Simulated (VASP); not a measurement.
A run of VASP 6.6.1 is set up as follows.

The input INCAR:

```
  PREC = Accurate
  ENCUT = 520
  EDIFF = 1E-7
  ISMEAR = 0
  SIGMA = 0.15
  LREAL = False
  LASPH = True
  NELM = 80
  ALGO = Fast
  ISIF = 2
  LWAVE = False
  LCHARG = False
  GGA = PS
  NBANDS = 11
```

File KPOINTS:

```
Automatic mesh
0
Gamma
  16 16 16
```

File POSCAR:

```
Ca
1.0
   -2.1699536458      2.1699536458      2.3869490104
    2.1699536458     -2.1699536458      2.3869490104
    2.1699536458      2.1699536458     -2.3869490104
Ca
1
Direct
    0.0000000000      0.0000000000      0.0000000000
```

Potentials or basis: VASP PAW PBE potentials, release 64 (Ca_sv).

Launch:

```console
$ cat potpaw_PBE.64/Ca_sv/POTCAR > POTCAR
$ mpirun -np 1 vasp_std > vasp.out
```

Q: Estimate the pressure.

A: -1.6 GPa.

Q: What does it give for the band gap on the k mesh?

A: Zero (band 5 reaches 1.97 eV, above the bottom of band 6 at 1.54 eV).

Stress tensor (GPa, compression positive):
```
-1.63  0.00  0.00
 0.00 -1.63  0.00
 0.00  0.00 -1.41
```

Caveat: the PAW data sets were made with another functional, which shifts forces and pressure a little.
